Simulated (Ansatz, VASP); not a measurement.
SrC2: VASP beside Ansatz

```
Sr C
1.0
     2.51733    1.45338    2.21440
    -2.51733    1.45338    2.21440
     0.00000   -2.90676    2.21440
Sr C
1 2
Cartesian
  0.0000 0.0000 0.0000
  0.0000 0.0000 3.9298
  0.0000 0.0000 2.7134
```

Change from the starting cell: strain +0.000 along x and y, -0.040 along z, atoms carried along.

Alike in both runs: task single point; functional LDA; k mesh 9 × 9 × 9; occupations gaussian, width 0.05 eV; no spin polarisation.

|  | VASP | Ansatz |
| --- | --- | --- |
| version | VASP 6.6.1 | Ansatz 0.2.0 |
| potentials or method | VASP PAW LDA potentials, release 64 (Sr_sv, C), cutoff 520 eV | scalar-relativistic, plane waves, PAW |
| valence electrons in the cell | 18 | 18 |

Ansatz gave:

```
gap on the k mesh at the Fermi level (eV)                     : 1.61
least direct gap on the mesh (eV)                             : 2.61
pressure (GPa)                                                : 2.3
traceless stress, the component that is largest in VASP (GPa) : 13.06
rms of the force components (eV/Å)                            : 1.600
```

Question: What did VASP give for the same quantities?

Answer: gap on the k mesh at the Fermi level (eV): 1.56; least direct gap on the mesh (eV): 2.59; pressure (GPa): 2.8; traceless stress, the component that is largest in VASP (GPa): 13.51; rms of the force components (eV/Å): 1.651.

LDA's correlation is that of Perdew and Zunger in VASP and of Perdew and Wang (1992) in Ansatz. Atom by atom the forces differ by 0.051 eV/Å (rms over components).
